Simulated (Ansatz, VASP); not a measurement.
# Y: VASP beside Ansatz

```
Y
1.0
     3.68946    0.00000    0.00000
    -1.84473    3.19517    0.00000
     0.00000    0.00000    5.72590
Y
2
Direct
  0.33333 0.66667 0.25000
  0.66667 0.33333 0.75000
```

Alike in both runs: functional revPBE; k mesh 10 × 10 × 6; occupations fermi-dirac, width 0.05 eV; collinear spin.

Ansatz relaxed the structure, and its values are those at the end. VASP's run is a single point on that final structure, the one shown.

|  | VASP | Ansatz |
| --- | --- | --- |
| version | VASP 6.6.1 | Ansatz 0.2.0 |
| potentials or method | VASP PAW PBE potentials, release 64 (Y_sv), cutoff 520 eV | plane waves (420 eV) with PAW, scalar-relativistic |
| valence electrons in the cell | 22 | 22 |

|  | VASP | Ansatz | Ansatz less VASP |
| --- | --- | --- | --- |
| pressure (GPa) | -0.1 | 0.0 | +0.12 |
| net moment per atom (μB) | 0.00 | 0.00 | -0.002 |

VASP's potentials were made for PBE, not for revPBE. Ansatz's warnings: seeded moment not kept.
